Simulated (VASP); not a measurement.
Write the native input for VASP 6.6.1 that does the following.

```
Task                   : single point
Functional             : PBE
Potentials or basis    : VASP PAW PBE potentials, release 64 (Pt, Ge_d)
Cutoff                 : 520 eV
k mesh                 : 4 × 6 × 4
Occupations            : gaussian, width 0.1 eV
Spin                   : no spin polarisation
Dipole correction      : no
Further INCAR settings : ALGO = Normal; EDIFF = 1e-07; NBANDS = 58
```

The structure of GePt lies in POSCAR:

```
GePt
1.0
    5.8310810330      0.0000000000      0.0000000000
    0.0000000000      3.7443642497      0.0000000000
    0.0000000000      0.0000000000      6.1775340606
Pt Ge
4 4
Direct
    1.0020679299      0.7500000000      0.1920594364
   -0.0020679299      0.2500000000      0.8079405636
    0.4979320701      0.2500000000      0.6920594364
    0.5020679299      0.7500000000      0.3079405636
    0.8143508439      0.7500000000      0.5874067079
    0.1856491561      0.2500000000      0.4125932921
    0.6856491561      0.2500000000      0.0874067079
    0.3143508439      0.7500000000      0.9125932921
```

These files were run (other wordings do the same):

INCAR

```
SYSTEM = GePt
ALGO     = Normal         ! electronic algorithm
EDIFF    = 1E-7           ! SCF threshold, eV
ENCUT    = 520            ! plane-wave cutoff, eV
GGA      = PE             ! functional
ISIF     = 2              ! what is computed and relaxed
ISMEAR   = 0              ! smearing method
LASPH    = .TRUE.         ! aspherical terms in the spheres
LCHARG   = .FALSE.        ! write CHGCAR
LREAL    = .FALSE.        ! projectors in reciprocal space
LWAVE    = .FALSE.        ! write WAVECAR
NBANDS   = 58             ! bands
NELM     = 80             ! most SCF steps
PREC     = Accurate       ! precision mode
SIGMA    = 0.1            ! smearing width, eV
```

KPOINTS

```
k-points
0
G
  4 6 4
  0 0 0
```

Potentials or basis: VASP PAW PBE potentials, release 64 (Pt, Ge_d).

The run is started by

```console
$ cat potpaw_PBE.64/Pt/POTCAR potpaw_PBE.64/Ge_d/POTCAR > POTCAR
$ mpirun -np 1 vasp_std > vasp.out
```

It gave:

The pressure is 0.0 GPa and the largest force is 0.021 eV/Å. The band gap on the k mesh is zero (bands 48 and 49 overlap by 1.16 eV).

Caveat: spin-orbit coupling is left out, which moves the levels of the heavy elements.

It took 7.6 min on 1 thread of Intel Xeon 8259CL, with other jobs on the host, peak memory 0.38 GiB.
